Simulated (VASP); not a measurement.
The system is Na.

```
Na
1.0
     6.70677    0.00000    0.00000
     0.00000    6.70677    0.00000
     0.00000    0.00000    6.70677
Na
8
Direct
  0.00000 0.00000 0.00000
  0.50000 0.50000 0.50000
  0.25000 0.00000 0.50000
  0.75000 0.00000 0.50000
  0.50000 0.25000 0.00000
  0.50000 0.75000 0.00000
  0.00000 0.50000 0.25000
  0.00000 0.50000 0.75000
```

```yaml
Program: VASP 6.6.1
Task: relaxation of cell and atoms
Functional: revPBE
Potentials_or_basis: VASP PAW PBE potentials, release 64 (Na_pv)
Cutoff: 600 eV
k_mesh: 4 × 4 × 4
Occupations: fermi-dirac, width 0.1 eV
Spin: no spin polarisation
```

At the start: pressure 0.4 GPa; volume 37.71 Å³/atom.

Problem. Where does the relaxation end?

Solution. Over 3 steps the energy falls by 2.3 meV/atom and the volume is 39.67 Å³/atom (+5.2 %); space group Pm-3n (No. 223, to 0.1 Å) before and after.

Step by step:
```
step  energy change (eV)  largest force (eV/Å)  pressure (GPa)  volume (Å³)
   1              0.0000                0.0000            0.38       301.68
   2             -0.0079                0.0000            0.30       305.55
   3             -0.0181                0.0000            0.02       317.37
```

Final structure:
```cif
data_structure
_symmetry_space_group_name_H-M 'P 1'
_symmetry_Int_Tables_number 1
_cell_length_a 6.8211
_cell_length_b 6.8211
_cell_length_c 6.8211
_cell_angle_alpha 90.000
_cell_angle_beta 90.000
_cell_angle_gamma 90.000
_cell_volume 317.37
loop_
_atom_site_label
_atom_site_type_symbol
_atom_site_fract_x
_atom_site_fract_y
_atom_site_fract_z
_atom_site_occupancy
Na1 Na 0.00000 0.00000 0.00000 1
Na2 Na 0.50000 0.50000 0.50000 1
Na3 Na 0.25000 0.00000 0.50000 1
Na4 Na 0.75000 0.00000 0.50000 1
Na5 Na 0.50000 0.25000 0.00000 1
Na6 Na 0.50000 0.75000 0.00000 1
Na7 Na 0.00000 0.50000 0.25000 1
Na8 Na 0.00000 0.50000 0.75000 1
```

Caveat: the PAW data sets were made with another functional, which shifts forces and pressure a little.
